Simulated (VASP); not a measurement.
Input of a VASP 6.6.1 run:

Contents of INCAR:

```
  AGGAC = 1.0
  AGGAX = 1.0
  ALDAC = 0.0
  ALDAX = 1.0
  ALGO = Normal
  EDIFF = 1E-7
  ENCUT = 520
  GGA = B5
  ISIF = 2
  ISMEAR = -1
  IVDW = 12
  LASPH = True
  LCHARG = False
  LREAL = False
  LWAVE = False
  NBANDS = 17
  NELM = 80
  PREC = Accurate
  SIGMA = 0.05
  VDW_A1 = 0.4298
  VDW_A2 = 4.2359
  VDW_S6 = 1.0
  VDW_S8 = 2.6996
```

File KPOINTS:

```
k-points
0
Gamma
  7 7 7
```

POSCAR

```
TePb
1.0
    0.0000000000      3.2523979746      3.2523979746
    3.2523979746      0.0000000000      3.2523979746
    3.2523979746      3.2523979746      0.0000000000
Pb Te
1 1
Direct
    0.0000000000      0.0000000000      0.0000000000
    0.5000000000      0.5000000000      0.5000000000
```

Potentials or basis: VASP PAW PBE potentials, release 64 (Pb_d, Te).

The run is started by

```sh
$ cat potpaw_PBE.64/Pb_d/POTCAR potpaw_PBE.64/Te/POTCAR > POTCAR
$ mpirun -np 1 vasp_std > vasp.out
```

Q: Predict the dispersion energy per atom.

A: -0.941 eV.

Q: Predict the pressure.

A: -0.1 GPa.

Caveat: the PAW data sets were made with another functional, which shifts forces and pressure a little.
